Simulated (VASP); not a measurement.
# Sn (I4/mmm) in VASP: a series of runs

Runs on Sn. Level: LDA. Tasks: single point.

All numbers are computed with VASP 6.6.1; they aren't measurements. Logs are shortened: lines on timing, memory, paths and dates and some standing lists are left out, and cuts for length are marked.

## (1) The cell of the first run

The structure is tetragonal, space group I4/mmm (No. 139). Conventional cell: a = 4.112 Å, b = 4.112 Å, c = 3.365 Å, α = 90.00°, β = 90.00°, γ = 90.00°. Sn (site symmetry 4/mmm) has 14 Sn at 3.36 to 4.11 Å within 4.4 Å.

## (2) Single point, LDA

Input file INCAR:

```
SYSTEM = Sn
  ALGO = Normal
  EDIFF = 1E-6
  ENCUT = 520
  GGA = CA
  ISIF = 2
  ISMEAR = -1
  LASPH = .True.
  LCHARG = .True.
  LELF = .True.
  LREAL = .False.
  LVHAR = .True.
  LWAVE = .False.
  NBANDS = 13
  NELM = 100
  PREC = Accurate
  SIGMA = 0.05
```

Input file KPOINTS:

```
k-points
0
Gamma
  10 10 10
  0 0 0
```

Input file POSCAR:

```
Sn
1.0
   -2.0558923339      2.0558923339      1.6826146010
    2.0558923339     -2.0558923339      1.6826146010
    2.0558923339      2.0558923339     -1.6826146010
Sn
1
Direct
    0.0000000000      0.0000000000      0.0000000000
```

Potentials or basis: VASP PAW LDA potentials, release 64 (Sn_d).

Launch:

```sh
$ cat potpaw_LDA.64/Sn_d/POTCAR > POTCAR
$ mpirun -np 1 vasp_std > vasp.out
```

OUTCAR:

```text
SYSTEM = Sn
   EDIFF = 1E-6
   ENCUT = 520
   GGA = CA
   ISIF = 2
   ISMEAR = -1
   LASPH = .True.
   LREAL = .False.
   NELM = 100
   PREC = Accurate

 ion  position               nearest neighbor table
   1  0.000  0.000  0.000-

  LATTYP: Found a body centered tetragonal cell.
 ALAT       =     4.1117846678
 C/A-ratio  =     0.8184351745

  Lattice vectors:

 A1 = (  -2.0558923339,   2.0558923339,   1.6826146010)
 A2 = (   2.0558923339,  -2.0558923339,   1.6826146010)
 A3 = (   2.0558923339,   2.0558923339,  -1.6826146010)

Analysis of symmetry for initial positions (statically):
=====================================================================
 Subroutine PRICEL returns:
 Original cell was already a primitive cell.

 Routine SETGRP: Setting up the symmetry group for a
 body centered tetragonal supercell.

 Subroutine GETGRP returns: Found 16 space group operations
 (whereof 16 operations were pure point group operations)
 out of a pool of 16 trial point group operations.

The static configuration has the point symmetry D_4h.

Analysis of symmetry for dynamics (positions and initial velocities):
=====================================================================
 Subroutine PRICEL returns:
 Original cell was already a primitive cell.

 Routine SETGRP: Setting up the symmetry group for a
 body centered tetragonal supercell.

 Subroutine GETGRP returns: Found 16 space group operations
 (whereof 16 operations were pure point group operations)
 out of a pool of 16 trial point group operations.

The dynamic configuration has the point symmetry D_4h.

 Subroutine INISYM returns: Found 16 space group operations
 (whereof 16 operations are pure point group operations),
 and found     1 'primitive' translations

----------------------------------------------------------------------------------------

                                     Primitive cell

  volume of cell :      28.4476

  direct lattice vectors                    reciprocal lattice vectors
    -2.055892334  2.055892334  1.682614601     0.000000000  0.243203397  0.297156580
     2.055892334 -2.055892334  1.682614601     0.243203397  0.000000000  0.297156580
     2.055892334  2.055892334 -1.682614601     0.243203397  0.243203397  0.000000000

  length of vectors
     3.359252666  3.359252666  3.359252666     0.383992090  0.383992090  0.343941543

  position of ions in fractional coordinates (direct lattice)
     0.000000000  0.000000000  0.000000000

  ion indices of the primitive-cell ions
   primitive index   ion index
                 1           1

----------------------------------------------------------------------------------------

[... 82 lines left out ...]
   EMIN   =  10.00;   EMAX   =-10.00  energy-range for DOS
   EFERMI =   0.00;   METHOD = LEGACY
   ISMEAR =    -1;   SIGMA  =   0.05  broadening in eV -4-tet -1-fermi 0-gaus
   EFERMI_NEDOS =   21; number of points for ismear=-14 and -15
   IALGO  =     38    algorithm
   IMIX   =      4    mixing-type and parameters
     AMIX     =   0.40;   BMIX     =  1.00
     AMIX_MAG =   1.60;   BMIX_MAG =  1.00
  volume/ion in A,a.u.               =      28.45       191.97
  Fermi-wavevector in a.u.,A,eV,Ry     =   1.292515  2.442500 22.729838  1.670596
  Thomas-Fermi vector in A             =   2.424218
   LORBIT       =      0    0 simple, 1 ext, 2 COOP (PROOUT), +10 PAW based schemes
   GGA     = CA    functional components
   LHFCALC =     F    Hartree Fock is set to
   AEXX    =    0.0000 exact exchange contribution
   IVDW    =     0    specifies the selected vdW correction
   LEPSILON=     F    determine dielectric tensor
   LRPA    =     F    only Hartree local field effects (RPA)
 non-spin polarized calculation
  energy-cutoff  :      520.00
  volume of cell :       28.45
 maximum number of plane-waves:       799
 NGX is ok and might be reduce to    28
   NGX = 13   NGY = 13   NGZ = 13

 number of electron      14.0000000 magnetization

 Free energy of the ion-electron system (eV)
  ---------------------------------------------------
  ext. energy  EPLUGINS =         0.00000000
  ---------------------------------------------------
  free energy    TOTEN  =        -4.40163607 eV

  energy without entropy =       -4.39633583  energy(sigma->0) =       -4.39898595

 E-fermi :   7.2055     XC(G=0): -10.3825

 val. band max:        7.1575341795   @ k =   0.3000   0.2000   0.1000
 cond. band min:       7.2079973456   @ k =  -0.3000  -0.4000   0.3000
 fundamental gap:      0.0504631661
 Fermi energy:         7.2055218123

 k-point     1 :       0.0000    0.0000    0.0000
  band No.  band energies     occupation
      1     -14.1868      2.00000
      2     -14.1189      2.00000
      3     -14.1189      2.00000
      4     -14.1166      2.00000
      5     -14.0138      2.00000
      6      -3.5378      2.00000
      7      13.6598      0.00000
      8      13.6598      0.00000
      9      15.9763      0.00000
     10      17.3815      0.00000
     11      18.4337      0.00000
     12      19.7101      0.00000
     13      19.7101      0.00000
[... 354 lines left out ...]
  band No.  band energies     occupation
      1     -14.1607      2.00000
      2     -14.0882      2.00000
      3     -14.0657      2.00000
      4     -14.0392      2.00000
      5     -14.0203      2.00000
      6       1.2169      2.00000
      7       4.7994      2.00000
      8       6.2141      2.00000
      9      11.5190      0.00000
     10      16.1964      0.00000
     11      18.3537      0.00000
     12      22.7812      0.00000
     13      23.2799      0.00000

 [... further k-points ...]

------------------------ aborting loop because EDIFF is reached ----------------------------------------

  FORCE on cell =-STRESS in cart. coord.  units (eV):
  Direction    XX          YY          ZZ          XY          YZ          ZX
  --------------------------------------------------------------------------------------
  -------------------------------------------------------------------------------------
  Total       -0.8481149     -0.8481149     -0.8177108      0.0000000     -0.0000000      0.0000000
  in kB      -47.7661134    -47.7661134    -46.0537452      0.0000000     -0.0000000      0.0000000
  external PRESSURE =     -47.1953240 kB  Pullay stress =       0.0000000 kB

 VOLUME and BASIS-vectors are now :
 -----------------------------------------------------------------------------
  energy-cutoff  :      520.00
  volume of cell :       28.45
      direct lattice vectors                 reciprocal lattice vectors
    -2.055892334  2.055892334  1.682614601     0.000000000  0.243203397  0.297156580
     2.055892334 -2.055892334  1.682614601     0.243203397  0.000000000  0.297156580
     2.055892334  2.055892334 -1.682614601     0.243203397  0.243203397  0.000000000

 POSITION                                       TOTAL-FORCE (eV/Angst)
 -----------------------------------------------------------------------------------
      0.00000      0.00000      0.00000        -0.000000     -0.000000     -0.000000
 -----------------------------------------------------------------------------------
    total drift:                               -0.000000     -0.000000      0.000000

  FREE ENERGIE OF THE ION-ELECTRON SYSTEM (eV)
  ---------------------------------------------------
  free  energy   TOTEN  =        -4.4016360678 eV

  energy  without entropy=       -4.3963358264  energy(sigma->0) =       -4.39898595
```

stdout:

```text
POSCAR found type information on POSCAR Sn
 POSCAR found :  1 types and       1 ions
 scaLAPACK will be used
 LDA part: xc-table for (Slater(with rela. corr.)+CA(PZ))
 , standard interpolation
 POSCAR, INCAR and KPOINTS ok, starting setup
 FFT: planning ... GRIDC
 FFT: planning ... GRID_SOFT
 FFT: planning ... GRID
 WAVECAR not read
 entering main loop
```

It took 13 s on 1 thread of Intel Xeon 6975P-C (Granite Rapids), shared host; peak memory 0.16 GiB.

What came out:

```
Free energy            : -4.4016 eV
Pressure               : -4.7 GPa
Band gap on the k mesh : zero (bands 7 and 8 overlap by 8.30 eV)
```

Levels at points of the mesh, in eV from the Fermi level:
| k point | band 3 | band 4 | band 5 | band 6 | band 7 | band 8 | band 9 | band 10 | band 11 | band 12 |
| --- | --- | --- | --- | --- | --- | --- | --- | --- | --- | --- |
| (0.00, 0.00, 0.00) | -21.32 | -21.32 | -21.22 | -10.74 | 6.45 | 6.45 | 8.77 | 10.18 | 11.23 | 12.50 |
| (0.50, 0.00, 0.00) | -21.26 | -21.20 | -21.18 | -5.79 | -3.91 | 2.95 | 4.21 | 7.10 | 7.41 | 13.53 |
| (0.50, 0.50, 0.00) | -21.30 | -21.26 | -21.18 | -7.21 | -4.40 | 5.51 | 7.40 | 10.19 | 10.86 | 11.71 |
| (0.50, 0.50, 0.50) | -21.20 | -21.20 | -21.17 | -3.63 | -1.44 | -1.44 | 2.46 | 3.25 | 6.13 | 18.70 |

Caveat: the cell stands under tension; spin-orbit coupling is left out, which moves the levels of the heavy elements.

## (3) Single point, LDA

This run uses another cell than the first one, of 28.99 Å³/atom.

Input file INCAR:

```
SYSTEM = Sn
PREC     = Accurate       ! precision mode
ENCUT    = 520            ! plane-wave cutoff, eV
EDIFF    = 1E-7           ! SCF threshold, eV
ISMEAR   = -1             ! smearing method
SIGMA    = 0.05           ! smearing width, eV
LREAL    = .FALSE.        ! projectors in reciprocal space
LASPH    = .TRUE.         ! aspherical terms in the spheres
NELM     = 80             ! most SCF steps
ALGO     = Normal         ! electronic algorithm
ISIF     = 2              ! what is computed and relaxed
LWAVE    = .FALSE.        ! write WAVECAR
LCHARG   = .FALSE.        ! write CHGCAR
NBANDS   = 13             ! bands
```

Input file KPOINTS:

```
Automatic mesh
0
G
  10 10 10
  0 0 0
```

Input file POSCAR:

```
Sn
1.0
   -2.0689875426      2.0689875426      1.6933321804
    2.0689875426     -2.0689875426      1.6933321804
    2.0689875426      2.0689875426     -1.6933321804
Sn
1
Direct
    0.0000000000      0.0000000000      0.0000000000
```

Potentials or basis: VASP PAW LDA potentials, release 64 (Sn_d).

Launch:

```sh
$ cat potpaw_LDA.64/Sn_d/POTCAR > POTCAR
$ mpirun -np 1 vasp_std > vasp.out
```

Run time: 15 s. Hardware: 1 thread of Intel Xeon 6975P-C (Granite Rapids), shared host; peak memory 0.16 GiB.

Results (log left out):

| Quantity | Value |
| --- | --- |
| Free energy | -4.3847 eV |
| Pressure | -5.3 GPa |
| Band gap on the k mesh | zero (bands 7 and 8 overlap by 8.12 eV) |

Levels at points of the mesh, in eV from the Fermi level:
```csv
k point,band 3,band 4,band 5,band 6,band 7,band 8,band 9,band 10,band 11,band 12
"(0.00, 0.00, 0.00)",-21.32,-21.32,-21.22,-10.62,6.33,6.33,8.56,10.07,11.09,12.43
"(0.50, 0.00, 0.00)",-21.26,-21.20,-21.18,-5.79,-3.83,2.90,4.15,7.01,7.36,13.42
"(0.50, 0.50, 0.00)",-21.29,-21.26,-21.19,-7.18,-4.30,5.40,7.25,10.04,10.76,11.64
"(0.50, 0.50, 0.50)",-21.20,-21.20,-21.17,-3.70,-1.40,-1.40,2.42,3.27,6.08,18.58
```

Caveat: the cell stands under tension; spin-orbit coupling is left out, which moves the levels of the heavy elements.
